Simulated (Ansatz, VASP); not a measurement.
P: VASP beside Ansatz

Contents of POSCAR:

```
P
1.0
    4.2729048574      0.0000000000      0.0000000000
    0.0000000000      4.2729048574      0.0000000000
    0.0000000000      0.0000000000      4.3780000000
P
1
Direct
    0.0000000000      0.0000000000      0.0000000000
```

File INCAR.step1:

```
  ALGO = Normal
  EDIFF = 1E-4
  ENCUT = 600
  GGA = PE
  ISMEAR = 0
  LASPH = T
  LCHARG = F
  LREAL = F
  LWAVE = T
  NELM = 100
  PREC = Accurate
  SIGMA = 0.1
```

Contents of INCAR.step2:

```
  ALGO = Normal
  EDIFF = 1E-6
  EDIFFG = -0.005
  ENCUT = 600
  IBRION = 2
  ISIF = 3
  ISMEAR = 0
  ISTART = 1
  LASPH = T
  LCHARG = F
  LMIXTAU = T
  LREAL = F
  LWAVE = F
  METAGGA = R2SCAN
  NELM = 100
  NSW = 100
  PREC = Accurate
  SIGMA = 0.1
```

The input KPOINTS:

```
k-points
0
Gamma
  10 10 10
```

Input for Ansatz:

```yaml
crystal:
  lattice:
    - [4.2729048574, 0.0, 0.0]
    - [0.0, 4.2729048574, 0.0]
    - [0.0, 0.0, 4.378]
  atoms:
    - { symbol: P, position: [0.0, 0.0, 0.0] }
basis:
  ecutwfc: 500
kpoints:
  mp_grid: { grid: [10, 10, 10] }
hamiltonian:
  xc: r2scan
scf:
  occupations: { method: gaussian, width: 0.1 }
output:
  forces: true
  stress: true
  eigenvalues: true
relax:
  adjacent_minimum: "off"
  f_tol: 0.005
  max_steps: 80
  cell: { stress_tol: 0.05 }
```

Alike in both runs: task relaxation of cell and atoms; functional r2SCAN; k mesh 10 × 10 × 10; occupations gaussian, width 0.1 eV; no spin polarisation.

|  | VASP | Ansatz |
| --- | --- | --- |
| version | VASP 6.6.1 | Ansatz 0.2.0 |
| potentials or method | VASP PAW PBE potentials, release 64 (P), cutoff 600 eV | scalar-relativistic, plane waves, PAW |
| valence electrons in the cell | 5 | 5 |

```tsv
	VASP	Ansatz	Ansatz less VASP
gap on the k mesh at the Fermi level, each at its own relaxed structure (eV)	none	none	-
relaxed volume (Å³/atom)	14.37	14.42	+0.048
relaxed cell length with the largest relative difference (Å)	2.431	2.434	+0.0028
```

VASP's potentials were made for PBE, not for r2SCAN. A gap of «none» marks a metal or a gap that the smearing closes.

Noted on VASP's run: the volume moved by over 15 % at a fixed basis, so the end points are rough.
